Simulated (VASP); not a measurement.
## Al9O: single point with PBE

System: Al9O, a slab with vacuum.

```
CELL_PARAMETERS angstrom
2.85354 0.00000 0.00000
-1.42677 2.47124 0.00000
0.00000 0.00000 34.26056
ATOMIC_POSITIONS crystal
Al 0.33333 0.66667 0.11675
Al 0.00000 0.00000 0.18521
Al 0.66667 0.33333 0.25367
Al 0.00000 0.00000 0.32212
Al 0.33333 0.66667 0.38999
Al 0.00000 0.00000 0.45782
Al 0.66667 0.33333 0.52683
Al 0.00000 0.00000 0.59509
Al 0.33333 0.66667 0.66434
O 0.66667 0.83333 0.70503
```

```yaml
Program: VASP 6.6.1
Task: single point
Functional: PBE
Potentials_or_basis: VASP PAW PBE potentials, release 64 (Al, O)
Cutoff: 520 eV
k_mesh: 9 × 9 × 1
Occupations: gaussian, width 0.1 eV
Spin: no spin polarisation
Dipole_correction: yes
Further_INCAR_settings: ALGO = Normal; EDIFF = 1e-06; NBANDS = 28
```

| Property | Result |
| --- | --- |
| Largest force | 3.208 eV/Å |
| Band gap on the k mesh | zero (an odd number of electrons rules out a gap without spin polarisation) |

Forces on the atoms (eV/Å):
```
Al  -0.001  0.000 -0.060
Al  -0.002 -0.001  0.038
Al   0.003  0.002 -0.035
Al  -0.007 -0.004  0.011
Al   0.010  0.006  0.013
Al  -0.006 -0.003  0.158
Al  -0.006 -0.003 -0.223
Al   0.088  0.051  0.254
Al  -2.769 -1.599 -0.263
O    2.690  1.553  0.105
```

Levels at points of the mesh, in eV from the Fermi level:
```csv
k point,band 12,band 13,band 14,band 15,band 16,band 17,band 18,band 19,band 20,band 21
"(0.00, 0.00, 0.00)",-2.42,-1.24,-0.16,0.25,0.35,1.66,3.06,4.11,5.20,6.40
```

It took 7.5 min on 1 thread of Intel(R) Xeon(R) Platinum 8488C (Sapphire Rapids) (shared host), peak memory 0.42 GiB.

Caveat: an odd number of electrons without spin polarisation forces a metal; a magnetic or distorted state may lie lower.
